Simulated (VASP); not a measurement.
# Au3C in VASP: a series of runs

Runs on Au3C. Level: PBE. Tasks: single point.

Program: VASP 6.6.1. These are calculated values, not measurements. Logs are shortened: lines on timing, memory, paths and dates and some standing lists are left out, and cuts for length are marked.

## 1. The cell of the first run

The cell holds a slab with vacuum, 4 atoms: a = 2.940 Å, b = 2.940 Å, c = 21.897 Å, α = 90.00°, β = 90.00°, γ = 120.00°.

## 2. Single point, PBE

INCAR

```
ALGO = Normal
DIPOL = 0.5 0.5 0.336
EDIFF = 1E-7
ENCUT = 520
GGA = PE
IDIPOL = 3
ISIF = 2
ISMEAR = 0
LASPH = True
LCHARG = True
LDIPOL = True
LELF = True
LREAL = False
LVACPOTAV = True
LVHAR = True
LWAVE = False
NBANDS = 26
NELM = 80
PREC = Accurate
SIGMA = 0.1
```

KPOINTS

```
k-points
0
Gamma
  9 9 1
```

POSCAR

```
Au3C
1.0
    2.9402049748      0.0000000000      0.0000000000
   -1.4701024874      2.5462922005      0.0000000000
    0.0000000000      0.0000000000     21.8974947720
Au C
3 1
Direct
    0.6666666667      0.3333333333      0.1826692981
    0.3333333333      0.6666666667      0.2945190844
    0.0000000000      0.0000000000      0.4063247812
    0.7777777778     -0.7777777778      0.4606688974
```

Potentials or basis: VASP PAW PBE potentials, release 64 (Au, C).

Started as:

```console
$ cat potpaw_PBE.64/Au/POTCAR potpaw_PBE.64/C/POTCAR > POTCAR
$ mpirun -np 1 vasp_std > vasp.out
```

OUTCAR:

```text
EDIFF = 1E-7
   ENCUT = 520
   GGA = PE
   ISIF = 2
   ISMEAR = 0
   LASPH = True
   LREAL = False
   NELM = 80
   PREC = Accurate

 ion  position               nearest neighbor table
   1  0.667  0.333  0.183-   2 2.98   2 2.98   2 2.98
   2  0.333  0.667  0.295-   3 2.98   3 2.98   3 2.98   1 2.98   1 2.98   1 2.98
   3  0.000  0.000  0.406-   4 1.64   4 2.36   4 2.36   2 2.98   2 2.98   2 2.98
   4  0.778  0.222  0.461-   3 1.64   3 2.36   3 2.36

  LATTYP: Found a hexagonal cell.
 ALAT       =     2.9402049748
 C/A-ratio  =     7.4476082313

  Lattice vectors:

 A1 = (   2.9402049748,   0.0000000000,   0.0000000000)
 A2 = (  -1.4701024874,   2.5462922005,   0.0000000000)
 A3 = (   0.0000000000,   0.0000000000,  21.8974947720)

Analysis of symmetry for initial positions (statically):
=====================================================================
 Subroutine PRICEL returns:
 Original cell was already a primitive cell.

 Routine SETGRP: Setting up the symmetry group for a
 hexagonal supercell.

 Subroutine GETGRP returns: Found  2 space group operations
 (whereof  2 operations were pure point group operations)
 out of a pool of 24 trial point group operations.

The static configuration has the point symmetry C_1h.

Analysis of symmetry for dynamics (positions and initial velocities):
=====================================================================
 Subroutine PRICEL returns:
 Original cell was already a primitive cell.

 Routine SETGRP: Setting up the symmetry group for a
 hexagonal supercell.

 Subroutine GETGRP returns: Found  2 space group operations
 (whereof  2 operations were pure point group operations)
 out of a pool of 24 trial point group operations.

The dynamic configuration has the point symmetry C_1h.

 Subroutine INISYM returns: Found  2 space group operations
 (whereof  2 operations are pure point group operations),
 and found     1 'primitive' translations

----------------------------------------------------------------------------------------

                                     Primitive cell

  volume of cell :     163.9382

  direct lattice vectors                    reciprocal lattice vectors
     2.940204975  0.000000000  0.000000000     0.340112342  0.196363952  0.000000000
    -1.470102487  2.546292200  0.000000000     0.000000000  0.392727904  0.000000000
     0.000000000  0.000000000 21.897494772     0.000000000  0.000000000  0.045667325

  length of vectors
     2.940204975  2.940204975 21.897494772     0.392727904  0.392727904  0.045667325

  position of ions in fractional coordinates (direct lattice)
     0.666666667  0.333333333  0.182669298
     0.333333333  0.666666667  0.294519084
     0.000000000  0.000000000  0.406324781
     0.777777778  0.222222222  0.460668897

  ion indices of the primitive-cell ions
   primitive index   ion index
                 1           1
                 2           2
                 3           3
                 4           4

----------------------------------------------------------------------------------------

 KPOINTS: k-points

Automatic generation of k-mesh.
 Grid dimensions read from file:
 generate k-points for:    9    9    1

 Generating k-lattice:

  Cartesian coordinates                     Fractional coordinates (reciprocal lattice)
     0.037790260  0.021818217  0.000000000     0.111111111  0.000000000  0.000000000
     0.000000000  0.043636434  0.000000000     0.000000000  0.111111111  0.000000000
     0.000000000  0.000000000  0.045667325     0.000000000  0.000000000  1.000000000

  Length of vectors
     0.043636434  0.043636434  0.045667325

  Shift w.r.t. Gamma in fractional coordinates (k-lattice)
     0.000000000  0.000000000  0.000000000

 Subroutine IBZKPT returns following result:
 ===========================================

 Found     25 irreducible k-points:

 Following reciprocal coordinates:
            Coordinates               Weight
  0.000000  0.000000  0.000000      1.000000
  0.111111  0.000000  0.000000      4.000000
 -0.111111  0.111111  0.000000      2.000000
  0.222222 -0.000000  0.000000      4.000000
 -0.222222  0.222222  0.000000      2.000000
  0.333333 -0.000000  0.000000      4.000000
[... 16 lines left out ...]
 -0.222222 -0.444444  0.000000      4.000000
  0.444444  0.333333  0.000000      4.000000
   k-points           NKPTS =     25   k-points in BZ     NKDIM =     25   number of bands    NBANDS=     26
   number of dos      NEDOS =    301   number of ions     NIONS =      4
   total plane-waves  NPLWV =  96768
   dimension x,y,z NGX =    24 NGY =   24 NGZ =  168
   dimension x,y,z NGXF=    48 NGYF=   48 NGZF=  336
   ions per type =               3   1
   NGX,Y,Z   is equivalent  to a cutoff of  13.57, 13.57, 12.75 a.u.
   NGXF,Y,Z  is equivalent  to a cutoff of  27.14, 27.14, 25.51 a.u.
 SYSTEM =  unknown system
   PREC   = accura    normal or accurate (medium, high low for compatibility)
   ISTART =      0    job   : 0-new  1-cont  2-samecut
   ICHARG =      2    charge: 1-file 2-atom 10-const
   ISPIN  =      1    spin polarized calculation?
   LNONCOLLINEAR =      F non collinear calculations
   LSORBIT =      F    spin-orbit coupling
   LASPH  =      T    aspherical Exc in radial PAW
   ENCUT  =  520.0 eV  38.22 Ry    6.18 a.u.   5.47  5.47 40.71*2*pi/ulx,y,z
   NELM   =     80;   NELMIN=  2; NELMDL= -5     # of ELM steps
   EDIFF  = 0.1E-06   stopping-criterion for ELM
   LREAL  =      F    real-space projection
   EDIFFG = 0.1E-05   stopping-criterion for IOM
   NSW    =      0    number of steps for IOM
   IBRION =     -1    ionic relax: 0-MD 1-quasi-New 2-CG
   NFREE  =      0    steps in history (QN), initial steepest desc. (CG)
   ISIF   =      2    stress and relaxation
   ISYM   =      2    0-nonsym 1-usesym 2-fastsym
   POTIM  = 0.5000    time-step for ionic-motion
   TEBEG  =    0.0;   TEEND  =   0.0 temperature during run
   PSTRESS=    0.0 pullay stress
   NELECT =      37.0000    total number of electrons
   NUPDOWN=      -1.0000    fix difference up-down
   EMIN   =  10.00;   EMAX   =-10.00  energy-range for DOS
   EFERMI =   0.00;   METHOD = LEGACY
   ISMEAR =     0;   SIGMA  =   0.10  broadening in eV -4-tet -1-fermi 0-gaus
   EFERMI_NEDOS =   21; number of points for ismear=-14 and -15
   IALGO  =     38    algorithm
   IMIX   =      4    mixing-type and parameters
     AMIX     =   0.40;   BMIX     =  1.00
     AMIX_MAG =   1.60;   BMIX_MAG =  1.00
  volume/ion in A,a.u.               =      40.98       276.58
  Fermi-wavevector in a.u.,A,eV,Ry     =   0.996740  1.883566 13.517266  0.993491
  Thomas-Fermi vector in A             =   2.128849
   LORBIT       =      0    0 simple, 1 ext, 2 COOP (PROOUT), +10 PAW based schemes
   GGA     = PE    functional components
   LHFCALC =     F    Hartree Fock is set to
   AEXX    =    0.0000 exact exchange contribution
   IVDW    =     0    specifies the selected vdW correction
   LEPSILON=     F    determine dielectric tensor
   LRPA    =     F    only Hartree local field effects (RPA)
 non-spin polarized calculation
 Gauss-broadening in eV      SIGMA  =   0.10
  energy-cutoff  :      520.00
  volume of cell :      163.94
 maximum number of plane-waves:      4481
 NGX is ok and might be reduce to    24
   NGX = 11   NGY = 11   NGZ = 81

 dipolmoment           0.000000      0.000000     -0.005654 electrons x Angstroem

 number of electron      36.9999996 magnetization

 dipolmoment           0.000000      0.000000      0.034604 electrons x Angstroem

 Free energy of the ion-electron system (eV)
  ---------------------------------------------------
  ext. energy  EPLUGINS =         0.00000000
  ---------------------------------------------------
  free energy    TOTEN  =       -11.88926728 eV

  energy without entropy =      -11.87229745  energy(sigma->0) =      -11.88078236

 E-fermi :  -0.5620     XC(G=0):  -5.2994

 val. band max:       -0.5764695575   @ k =   0.2222   0.1111   0.0000
 cond. band min:      -0.5500084341   @ k =  -0.1111   0.4444   0.0000
 fundamental gap:      0.0264611234
 Fermi energy:        -0.5619509124

 k-point     1 :       0.0000    0.0000    0.0000
  band No.  band energies     occupation
      1     -14.7410      2.00000
      2      -9.5445      2.00000
      3      -8.7753      2.00000
      4      -8.0617      2.00000
      5      -7.9949      2.00000
      6      -7.0436      2.00000
[... 18 lines left out ...]
     25       6.0028      0.00000
     26       6.4666      0.00000

 k-point     2 :       0.1111    0.0000    0.0000
  band No.  band energies     occupation
      1     -14.5751      2.00000
      2      -9.4161      2.00000
      3      -8.5174      2.00000
      4      -8.2208      2.00000
      5      -7.8020      2.00000
      6      -6.7452      2.00000
[... 18 lines left out ...]
     25       6.2165      0.00000
     26       6.7483      0.00000

 k-point     3 :      -0.1111    0.1111    0.0000
  band No.  band energies     occupation
      1     -14.5643      2.00000
      2      -9.5097      2.00000
      3      -8.5547      2.00000
      4      -7.8943      2.00000
      5      -7.8603      2.00000
      6      -6.7987      2.00000
[... 18 lines left out ...]
     25       6.1998      0.00000
     26       6.7504      0.00000

 k-point     4 :       0.2222   -0.0000    0.0000
  band No.  band energies     occupation
      1     -14.1781      2.00000
      2      -9.2002      2.00000
      3      -8.5507      2.00000
      4      -7.8451      2.00000
      5      -7.3586      2.00000
      6      -6.3990      2.00000
[... 18 lines left out ...]
     25       6.8812      0.00000
     26       7.5793      0.00000

 k-point     5 :      -0.2222    0.2222    0.0000
  band No.  band energies     occupation
      1     -14.1702      2.00000
      2      -9.3836      2.00000
      3      -8.1443      2.00000
      4      -7.5146      2.00000
      5      -7.3857      2.00000
      6      -6.6946      2.00000
[... 18 lines left out ...]
     25       6.8156      0.00000
     26       7.5593      0.00000

 k-point     6 :       0.3333   -0.0000    0.0000
  band No.  band energies     occupation
      1     -13.7835      2.00000
      2      -9.3967      2.00000
      3      -8.4940      2.00000
      4      -7.1759      2.00000
      5      -6.9757      2.00000
      6      -6.1569      2.00000
[... 427 lines left out ...]
 k-point    21 :      -0.2222    0.4444    0.0000
  band No.  band energies     occupation
      1     -13.6887      2.00000
      2      -8.6703      2.00000
      3      -8.4225      2.00000
      4      -7.3724      2.00000
      5      -6.8305      2.00000
      6      -5.7051      2.00000
[... 18 lines left out ...]
     25       7.5938      0.00000
     26       8.2178      0.00000

 k-point    22 :       0.3333    0.2222    0.0000
  band No.  band energies     occupation
      1     -13.4049      2.00000
      2      -9.0580      2.00000
      3      -8.5087      2.00000
      4      -7.4206      2.00000
      5      -6.8272      2.00000
      6      -5.5663      2.00000
[... 18 lines left out ...]
     25       6.1155      0.00000
     26       8.0602      0.00000

 k-point    23 :      -0.2222   -0.4444    0.0000
  band No.  band energies     occupation
      1     -13.4920      2.00000
      2      -8.9011      2.00000
      3      -8.3491      2.00000
      4      -7.3042      2.00000
      5      -6.6355      2.00000
      6      -5.5433      2.00000
[... 18 lines left out ...]
     25       7.4032      0.00000
     26       7.5655      0.00000

 k-point    24 :       0.4444    0.3333    0.0000
  band No.  band energies     occupation
      1     -13.5747      2.00000
      2      -8.5519      2.00000
      3      -7.9705      2.00000
      4      -7.3149      2.00000
      5      -6.9859      2.00000
      6      -5.5935      2.00000
[... 18 lines left out ...]
     25       7.0174      0.00000
     26       8.2303      0.00000

 [... further k-points ...]
[... 5 lines left out ...]
  --------------------------------------------------------------------------------------
  -------------------------------------------------------------------------------------
  Total       10.1247834      4.6079839     10.0895774     -4.7776886      5.0223847     -8.6990283
  in kB       98.9500562     45.0340757     98.6059860    -46.6926088     49.0840374    -85.0160743
  external PRESSURE =      80.8633726 kB  Pullay stress =       0.0000000 kB

 VOLUME and BASIS-vectors are now :
 -----------------------------------------------------------------------------
  energy-cutoff  :      520.00
  volume of cell :      163.94
      direct lattice vectors                 reciprocal lattice vectors
     2.940204975  0.000000000  0.000000000     0.340112342  0.196363952  0.000000000
    -1.470102487  2.546292200  0.000000000     0.000000000  0.392727904  0.000000000
     0.000000000  0.000000000 21.897494772     0.000000000  0.000000000  0.045667325

 POSITION                                       TOTAL-FORCE (eV/Angst)
 -----------------------------------------------------------------------------------
      1.47010      0.84876      4.00000        -0.006778      0.003913     -0.068583
     -0.00000      1.69753      6.44923        -0.024660      0.014238     -0.070373
      0.00000      0.00000      8.89749         7.419178     -4.283465     -7.949363
      1.96014      0.56584     10.08749        -7.387741      4.265314      8.088319
 -----------------------------------------------------------------------------------
    total drift:                               -0.000128      0.000074     -0.000054

  FREE ENERGIE OF THE ION-ELECTRON SYSTEM (eV)
  ---------------------------------------------------
  free  energy   TOTEN  =       -11.8892672783 eV

  energy  without entropy=      -11.8722974493  energy(sigma->0) =      -11.88078236

 vacuum level on the upper side and lower side of the slab         5.829         4.993
```

Run time: 5.9 min. Hardware: 1 thread of Oxide Virtual Turin-like, shared host; peak memory 0.31 GiB.

What came out:

* Free energy: -11.8893 eV
* Largest force: 11.756 eV/Å

Forces on the atoms (eV/Å):
```
Au  -0.007  0.004 -0.069
Au  -0.025  0.014 -0.070
Au   7.419 -4.283 -7.949
C   -7.388  4.265  8.088
```

Levels at points of the mesh, in eV from the Fermi level:
| k point | band 17 | band 18 | band 19 | band 20 | band 21 | band 22 |
| --- | --- | --- | --- | --- | --- | --- |
| (0.00, 0.00, 0.00) | -1.88 | -1.87 | -0.81 | 0.74 | 2.71 | 2.81 |

Caveat: spin-orbit coupling is left out, which moves the levels of the heavy elements.

## 3. Single point, PBE

INCAR

```
SYSTEM = Au3C
ALGO = Normal
DIPOL = 0.5 0.5 0.344
EDIFF = 1E-6
ENCUT = 520
GGA = PE
IDIPOL = 3
ISIF = 2
ISMEAR = 0
LASPH = .TRUE.
LCHARG = .FALSE.
LDIPOL = .TRUE.
LREAL = .FALSE.
LWAVE = .FALSE.
NBANDS = 26
NELM = 80
PREC = Accurate
SIGMA = 0.1
```

KPOINTS

```
k-points
0
G
  9 9 1
  0 0 0
```

Changes to POSCAR since step 2:

```diff
@@ -11,2 +11,2 @@
     0.0000000000      0.0000000000      0.4063247812
-    0.7777777778     -0.7777777778      0.4606688974
+    0.7777777778     -0.7777777778      0.4935493710
```

Potentials or basis: VASP PAW PBE potentials, release 64 (Au, C).

Started as:

```console
$ cat potpaw_PBE.64/Au/POTCAR potpaw_PBE.64/C/POTCAR > POTCAR
$ mpirun -np 1 vasp_std > vasp.out
```

Run time: 3.9 min. Hardware: 1 thread of Oxide Virtual Turin-like, shared host; peak memory 0.3 GiB.

It converged, with:

| Item | Value |
| --- | --- |
| Free energy | -12.9345 eV |
| Largest force | 1.343 eV/Å |

Forces in eV/Å, atoms in the order of the input:
```
Au  -0.005  0.003  0.066
Au  -0.033  0.019  0.049
Au  -0.081  0.047  1.221
C    0.120 -0.069 -1.336
```

Levels at points of the mesh, in eV from the Fermi level:
```tsv
k point	band 15	band 16	band 17	band 18	band 19	band 20	band 21	band 22	band 23	band 24
(0.00, 0.00, 0.00)	-2.65	-2.58	-2.00	-1.91	-1.86	-0.17	2.40	2.46	4.22	5.34
```

Caveat: spin-orbit coupling is left out, which moves the levels of the heavy elements.

## 4. Single point, PBE

INCAR

```
PREC = Accurate
ENCUT = 520
EDIFF = 1E-6
ISMEAR = 0
SIGMA = 0.1
LREAL = False
LASPH = True
NELM = 60
ALGO = Normal
ISIF = 2
LWAVE = False
LCHARG = False
LDIPOL = True
IDIPOL = 3
DIPOL = 0.5 0.5 0.353
GGA = PE
NBANDS = 26
```

KPOINTS

```
regular mesh
0
Gamma
  9 9 1
```

Changes to POSCAR since step 3:

```diff
@@ -11,2 +11,2 @@
     0.0000000000      0.0000000000      0.4063247812
-    0.7777777778     -0.7777777778      0.4935493710
+    0.7777777778     -0.7777777778      0.5282565377
```

Started as:

```console
$ cat potpaw_PBE.64/Au/POTCAR potpaw_PBE.64/C/POTCAR > POTCAR
$ mpirun -np 1 vasp_std > vasp.out
```

It took 3.6 min on 1 thread of Oxide Virtual Turin-like, shared host; peak memory 0.3 GiB.

It converged, with:

```yaml
Free_energy: -11.8998 eV
Largest_force: 1.105 eV/Å
```

Forces on the atoms (eV/Å):
```
Au  -0.003  0.002  0.152
Au  -0.013  0.007  0.079
Au  -0.151  0.087  0.856
C    0.167 -0.096 -1.088
```

Levels at points of the mesh, in eV from the Fermi level:
```csv
k point,band 15,band 16,band 17,band 18,band 19,band 20,band 21,band 22,band 23,band 24
"(0.00, 0.00, 0.00)",-2.27,-2.24,-2.06,-1.81,-1.81,-0.33,2.30,2.64,2.66,5.01
```

Caveat: spin-orbit coupling is left out, which moves the levels of the heavy elements.

## 5. Single point, PBE

INCAR

```
PREC = Accurate ; ENCUT = 520
EDIFF = 1E-7 ; ISMEAR = 0
SIGMA = 0.1 ; LREAL = F
LASPH = T ; NELM = 100
ALGO = Normal ; ISIF = 2
LWAVE = F ; LCHARG = F
LDIPOL = T ; IDIPOL = 3
DIPOL = 0.5 0.5 0.367 ; GGA = PE
NBANDS = 26
```

KPOINTS

```
Automatic mesh
0
Gamma
  9 9 1
```

Changes to POSCAR since step 4:

```diff
@@ -11,2 +11,2 @@
     0.0000000000      0.0000000000      0.4063247812
-    0.7777777778     -0.7777777778      0.5282565377
+    0.7777777778     -0.7777777778      0.5830573271
```

Started as:

```console
$ cat potpaw_PBE.64/Au/POTCAR potpaw_PBE.64/C/POTCAR > POTCAR
$ mpirun -np 1 vasp_std > vasp.out
```

It took 4.4 min on 1 thread of Oxide Virtual Turin-like, shared host; peak memory 0.31 GiB.

The run converged. Its results:

```
Free energy   : -11.2803 eV
Largest force : 0.144 eV/Å
```

Forces in eV/Å, atoms in the order of the input:
```
Au   0.000  0.000  0.144
Au   0.000  0.000  0.029
Au  -0.005  0.003 -0.034
C    0.005 -0.003 -0.139
```

Levels at points of the mesh, in eV from the Fermi level:
| k point | band 15 | band 16 | band 17 | band 18 | band 19 | band 20 | band 21 | band 22 |
| --- | --- | --- | --- | --- | --- | --- | --- | --- |
| (0.00, 0.00, 0.00) | -2.29 | -2.29 | -1.87 | -1.87 | -1.62 | -0.74 | 0.85 | 2.66 |

Caveat: spin-orbit coupling is left out, which moves the levels of the heavy elements.

## 6. Single point, PBE

INCAR

```
SYSTEM = Au3C
  PREC = Accurate
  ENCUT = 520
  EDIFF = 1E-6
  ISMEAR = 0
  SIGMA = 0.1
  LREAL = .False.
  LASPH = .True.
  NELM = 100
  ALGO = Normal
  ISIF = 2
  LWAVE = .False.
  LCHARG = .False.
  LDIPOL = .True.
  IDIPOL = 3
  DIPOL = 0.5 0.5 0.348
  GGA = PE
  NBANDS = 26
```

KPOINTS

```
Automatic mesh
0
Gamma
  9 9 1
  0 0 0
```

Changes to POSCAR since step 5:

```diff
@@ -11,2 +11,2 @@
     0.0000000000      0.0000000000      0.4063247812
-    0.7777777778     -0.7777777778      0.5830573271
+    0.2222222222     -0.2222222222      0.5099896079
```

Potentials or basis: VASP PAW PBE potentials, release 64 (Au, C).

Started as:

```console
$ cat potpaw_PBE.64/Au/POTCAR potpaw_PBE.64/C/POTCAR > POTCAR
$ mpirun -np 1 vasp_std > vasp.out
```

Run time: 4.2 min. Hardware: 1 thread of Oxide Virtual Turin-like, shared host; peak memory 0.3 GiB.

Results (log left out):

| Quantity | Value |
| --- | --- |
| Free energy | -12.4197 eV |
| Largest force | 1.469 eV/Å |

Forces in eV/Å, atoms in the order of the input:
```
Au  -0.001  0.001  0.128
Au  -0.010  0.006  0.033
Au   0.299 -0.173  1.270
C   -0.287  0.166 -1.431
```

Levels at points of the mesh, in eV from the Fermi level:
| k point | band 17 | band 18 | band 19 | band 20 | band 21 | band 22 |
| --- | --- | --- | --- | --- | --- | --- |
| (0.00, 0.00, 0.00) | -2.14 | -1.91 | -1.90 | -0.28 | 2.48 | 2.55 |

Caveat: spin-orbit coupling is left out, which moves the levels of the heavy elements.
